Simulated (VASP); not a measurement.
**Al: relaxation of the atoms with LDA**

The system is Al, a slab with vacuum.

```
CELL_PARAMETERS angstrom
5.63437 0.00000 0.00000
0.00000 7.96821 0.00000
0.00000 0.00000 19.67231
ATOMIC_POSITIONS crystal
Al 0.25000 0.25000 0.20333
Al 0.25000 0.75000 0.20333
Al 0.75000 0.25000 0.20333
Al 0.75000 0.75000 0.20333
Al 0.00000 0.00000 0.27493
Al 0.00000 0.50000 0.27493
Al 0.50000 0.00000 0.27493
Al 0.50000 0.50000 0.27493
Al 0.25000 0.25000 0.34840
Al 0.25000 0.75000 0.34840
Al 0.75000 0.25000 0.34840
Al 0.75000 0.75000 0.34840
Al 0.00000 0.00000 0.41542
Al 0.00000 0.50000 0.41542
Al 0.50000 0.00000 0.41542
Al 0.50000 0.50000 0.41542
Al 0.25000 0.00000 0.52309
```

```
Program                             : VASP 6.6.1
Task                                : relaxation of the atoms
Functional                          : LDA
Potentials or basis                 : VASP PAW LDA potentials, release 64 (Al)
Cutoff                              : 520 eV
k mesh                              : 5 × 4 × 1
Occupations                         : gaussian, width 0.1 eV
Spin                                : no spin polarisation
Dipole correction                   : yes
Atoms held fixed (from 0)           : [0, 1, 2, 3, 4, 5, 6, 7, 8, 9, 10, 11, 12, 13, 14, 15]
Further INCAR settings              : LREAL = Auto; ALGO = Fast; EDIFF = 1e-06; IBRION = 2; EDIFFG = -0.025; NSW = 36
Atoms held along some axes (from 0) : atom 16 along a and b
```

```json
{
  "Energy gained by relaxing": "2.2 meV/atom",
  "Ionic steps": "4",
  "Band gap on the k mesh": "zero (an odd number of electrons rules out a gap without spin polarisation)"
}
```

Step by step:
```csv
step,energy change (eV),largest force on free atoms (eV/Å),pressure (GPa)
1,0.0000,0.6094,-0.82
2,-0.0156,0.4494,-0.85
3,-0.0364,0.0703,-0.92
4,-0.0370,0.0059,-0.93
```

Final structure:
```
CELL_PARAMETERS angstrom
5.63437 0.00000 0.00000
0.00000 7.96821 0.00000
0.00000 0.00000 19.67231
ATOMIC_POSITIONS crystal
Al 0.25000 0.25000 0.20333
Al 0.25000 0.75000 0.20333
Al 0.75000 0.25000 0.20333
Al 0.75000 0.75000 0.20333
Al 0.00000 0.00000 0.27493
Al 0.00000 0.50000 0.27493
Al 0.50000 0.00000 0.27493
Al 0.50000 0.50000 0.27493
Al 0.25000 0.25000 0.34840
Al 0.25000 0.75000 0.34840
Al 0.75000 0.25000 0.34840
Al 0.75000 0.75000 0.34840
Al 0.00000 0.00000 0.41542
Al 0.00000 0.50000 0.41542
Al 0.50000 0.00000 0.41542
Al 0.50000 0.50000 0.41542
Al 0.25000 0.00000 0.52956
```

Levels at points of the mesh, in eV from the Fermi level:
```
           k point  band 21  band 22  band 23  band 24  band 25  band 26  band 27  band 28  band 29  band 30
(0.00, 0.00, 0.00)    -1.67    -0.98    -0.97    -0.80    -0.55    -0.46    -0.19     0.16     0.62     1.02
(0.00, 0.50, 0.00)    -0.98    -0.96    -0.89    -0.89    -0.66    -0.56     0.12     0.29     0.30     0.50
```

It took 12 min on 4 MPI ranks on Oxide Virtual Turin-like Processor, with other jobs on the host, peak memory 0.7 GiB a rank.
